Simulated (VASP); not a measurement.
Wanted: the native input for a VASP 6.6.1 run.

```yaml
Task: single point
Functional: PBE
Potentials_or_basis: VASP PAW PBE potentials, release 64 (Al, In_d, As)
Cutoff: 520 eV
k_mesh: 6 × 6 × 6
Occupations: gaussian, width 0.02 eV
Spin: no spin polarisation
Dipole_correction: no
Further_INCAR_settings: ALGO = Normal; EDIFF = 1e-06; NBANDS = 41
```

The structure of Al5InAs6 lies in POSCAR:

```
Al5InAs6
1.0
    3.5430338920      2.0455715880      6.7260116949
   -3.5430338920      2.0455715880      6.7260116949
    0.0000000000     -4.0911431259      6.7260117101
Al In As
5 1 6
Direct
    0.1623570000      0.5039830000      0.8335050000
    0.5039830000      0.8335050000      0.1623570000
    0.8335050000      0.1623570000      0.5039830000
    0.0015000000      0.0015000000      0.0015000000
    0.6642740000      0.6642740000      0.6642740000
    0.3333760000      0.3333760000      0.3333760000
    0.0233080000      0.3798770000      0.7271950000
    0.3798770000      0.7271950000      0.0233080000
    0.7271950000      0.0233080000      0.3798770000
    0.8774910000      0.8774910000      0.8774910000
    0.2023990000      0.2023990000      0.2023990000
    0.5397360000      0.5397360000      0.5397360000
```

The input as run:

INCAR

```
SYSTEM = Al5InAs6
ALGO     = Normal         ! electronic algorithm
EDIFF    = 1E-6           ! SCF threshold, eV
ENCUT    = 520            ! plane-wave cutoff, eV
GGA      = PE             ! functional
ISIF     = 2              ! what is computed and relaxed
ISMEAR   = 0              ! smearing method
LASPH    = .True.         ! aspherical terms in the spheres
LCHARG   = .True.         ! write CHGCAR
LELF     = .True.         ! ELF
LREAL    = .False.        ! projectors in reciprocal space
LVHAR    = .True.       
LWAVE    = .False.        ! write WAVECAR
NBANDS   = 41             ! bands
NELM     = 60             ! most SCF steps
PREC     = Accurate       ! precision mode
SIGMA    = 0.02           ! smearing width, eV
```

KPOINTS

```
k-points
0
Gamma
  6 6 6
  0 0 0
```

Potentials or basis: VASP PAW PBE potentials, release 64 (Al, In_d, As).

Run with:

```console
$ cat potpaw_PBE.64/Al/POTCAR potpaw_PBE.64/In_d/POTCAR potpaw_PBE.64/As/POTCAR > POTCAR
$ mpirun -np 1 vasp_std > vasp.out
```

It gave:

| Item | Value |
| --- | --- |
| Pressure | 0.1 GPa |
| Largest force | 0.006 eV/Å |
| Band gap on the k mesh | 1.35 eV |

Caveat: spin-orbit coupling is left out, which moves the levels of the heavy elements.

Wall time 19 min on 1 thread of Oxide Virtual Turin-like Processor, on a shared host, peak memory 0.74 GiB.
